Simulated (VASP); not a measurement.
Wanted: the native input for a VASP 6.6.1 run.

```yaml
Task: single point
Functional: LDA
Potentials_or_basis: VASP PAW LDA potentials, release 64 (C)
Cutoff: 520 eV
k_mesh: 12 × 12 × 4
Occupations: gaussian, width 0.1 eV
Spin: no spin polarisation
Dipole_correction: no
Further_INCAR_settings: ALGO = Normal; EDIFF = 1e-06; NBANDS = 16
```

The structure of C lies in POSCAR:

```
C
1.0
    2.4454903824      0.0000000000      0.0000000000
   -1.2227451912      2.1178567959      0.0000000000
    0.0000000000      0.0000000000      6.6751041162
C
4
Direct
    0.0000000000      0.0000000000      0.0025010250
    0.0000000000      0.0000000000      0.5025010250
    0.3333333333      0.6666666667      0.0024989750
    0.6666666667      0.3333333333      0.5024989750
```

These files were run (other wordings do the same):

INCAR

```
PREC = Accurate
ENCUT = 520
EDIFF = 1E-6
ISMEAR = 0
SIGMA = 0.1
LREAL = F
LASPH = T
NELM = 100
ALGO = Normal
ISIF = 2
LWAVE = F
LCHARG = F
GGA = CA
NBANDS = 16
```

KPOINTS

```
regular mesh
0
Gamma
  12 12 4
```

Potentials or basis: VASP PAW LDA potentials, release 64 (C).

Command:

```sh
$ cat potpaw_LDA.64/C/POTCAR > POTCAR
$ mpirun -np 1 vasp_std > vasp.out
```

It gave:

```json
{
  "Pressure": "0.6 GPa",
  "Band gap on the k mesh": "zero (band 8 reaches 4.73 eV, above the bottom of band 9 at 4.71 eV)"
}
```

It took 20 s on 1 thread of Intel(R) Xeon(R) Platinum 8259CL CPU @ 2.50GHz (Skylake/Cascade Lake), with other jobs on the host, peak memory 0.13 GiB.
